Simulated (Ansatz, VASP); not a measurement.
**One calculation of KCl, two programs**

File INCAR:

```
SYSTEM = KCl
PREC = Accurate
ENCUT = 520
EDIFF = 1E-8
ISMEAR = -1
SIGMA = 0.03
LREAL = .False.
LASPH = .True.
NELM = 80
ALGO = Normal
ISIF = 2
LWAVE = .False.
LCHARG = .False.
LEFG = .True.
NBANDS = 15
```

Contents of KPOINTS:

```
regular mesh
0
Gamma
  7 7 7
  0 0 0
```

File POSCAR:

```
KCl
1.0
   -0.0946830000      3.1087585000      3.1087585000
    3.1087585000     -0.0946830000      3.1087585000
    3.1087585000      3.1087585000     -0.0946830000
K Cl
1 1
Direct
    0.0000000000      0.0000000000      0.0000000000
    0.5000000000      0.5000000000      0.5000000000
```

Input for Ansatz:

```yaml
crystal:
  lattice:
    - [-0.094683, 3.1087585, 3.1087585]
    - [3.1087585, -0.094683, 3.1087585]
    - [3.1087585, 3.1087585, -0.094683]
  atoms:
    - { symbol: K, position: [0.0, 0.0, 0.0] }
    - { symbol: Cl, position: [0.5, 0.5, 0.5] }
kpoints:
  mp_grid: { grid: [7, 7, 7] }
scf:
  occupations: { method: fermi_dirac, width: 0.03 }
hamiltonian:
  xc: lda
  pseudopotentials: { kind: all_electron, datasets: crystal }
output:
  forces: true
  stress: true
  eigenvalues: true
  efg: { contact_densities: true }
```

Change from the starting cell: equal xy, yz and zx shear strains of -3 %, crystal datasets.

Alike in both runs: task electric field gradients; functional LDA; k mesh 7 × 7 × 7; occupations fermi-dirac, width 0.03 eV; no spin polarisation.

```csv
,VASP,Ansatz
version,VASP 6.6.1,Ansatz 0.2.0
potentials or method,"VASP PAW LDA potentials, release 64 (K_sv, Cl), cutoff 520 eV","all-electron PAW with datasets made for the crystal, scalar-relativistic"
```

|  | VASP | Ansatz | Ansatz less VASP |
| --- | --- | --- | --- |
| gap on the k mesh at the Fermi level (eV) | 4.66 | 4.65 | -0.004 |
| pressure (GPa) | -2.1 | -2.1 | -0.04 |
| traceless stress, the component that is largest in VASP (GPa) | 0.20 | 0.21 | +0.002 |
| size of Vzz on the site where it differs most (V/Å²) | 4.0 | 4.1 | +0.11 |

LDA's correlation is that of Perdew and Zunger in VASP and of Perdew and Wang (1992) in Ansatz. Ansatz ran all-electron here, and VASP with PAW potentials.
